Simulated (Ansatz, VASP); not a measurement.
# One calculation of HfO2, two programs

```
Hf O
1.0
     0.00000    2.56836    2.56836
     2.56836    0.00000    2.56836
     2.56836    2.56836    0.00000
Hf O
1 2
Direct
  0.00000 0.00000 0.00000
  0.25000 0.25000 0.25000
  0.75000 0.75000 0.75000
```

Alike in both runs: task single point; functional HSE06; k mesh 4 × 4 × 4; occupations fermi-dirac, width 0.05 eV; no spin polarisation.

|  | VASP | Ansatz |
| --- | --- | --- |
| version | VASP 6.6.1 | Ansatz 0.2.0 development build |
| potentials or method | VASP PAW PBE potentials, release 64 (Hf_pv, O) | plane waves, PAW datasets (generated hard set |
| plane-wave cutoff (eV) | 520 | 700 |
| valence electrons in the cell | 22 | 38 |

|  | VASP | Ansatz | Ansatz less VASP |
| --- | --- | --- | --- |
| gap on the k mesh at the Fermi level (eV) | 5.22 | 5.27 | +0.047 |

With one functional, cell and mesh, what is left measures potentials, basis and numerics. VASP's potentials hold 22 valence electrons a cell and Ansatz's 38, so a difference there can come from the potentials and not from the codes.

The k mesh is coarse, so the values compare programs but aren't converged. Neither program's run includes spin-orbit coupling.
